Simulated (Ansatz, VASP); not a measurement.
# AlN: VASP beside Ansatz

```
Al N
1.0
     0.00000    2.20126    2.20126
     2.20126    0.00000    2.20126
     2.20126    2.20126    0.00000
Al N
1 1
Direct
  0.99771 0.00229 0.00229
  0.75441 0.74559 0.74559
```

Change from the starting cell: mode 4 frozen in at -0.019 Å, equal normal strain along x, y and z +0.0000.

Alike in both runs: task single point; functional PBE; k mesh 10 × 10 × 10; occupations gaussian, width 0.05 eV; no spin polarisation.

|  | VASP | Ansatz |
| --- | --- | --- |
| version | VASP 6.6.1 | Ansatz 0.2.0 |
| potentials or method | VASP PAW PBE potentials, release 64 (Al, N), cutoff 520 eV | scalar-relativistic, plane waves, PAW |
| valence electrons in the cell | 8 | 8 |

|  | VASP | Ansatz | Ansatz less VASP |
| --- | --- | --- | --- |
| gap on the k mesh at the Fermi level (eV) | 3.23 | 3.23 | +0.007 |
| least direct gap on the mesh (eV) | 3.91 | 3.90 | -0.007 |
| pressure (GPa) | -0.1 | 0.1 | +0.20 |
| traceless stress, the component that is largest in VASP (GPa) | -1.78 | -1.78 | +0.005 |
| rms of the force components (eV/Å) | 0.233 | 0.233 | -0.0006 |

Atom by atom the forces differ by 0.001 eV/Å (rms over components). The functional is the same, so the differences come from potentials, cutoffs and numerics.
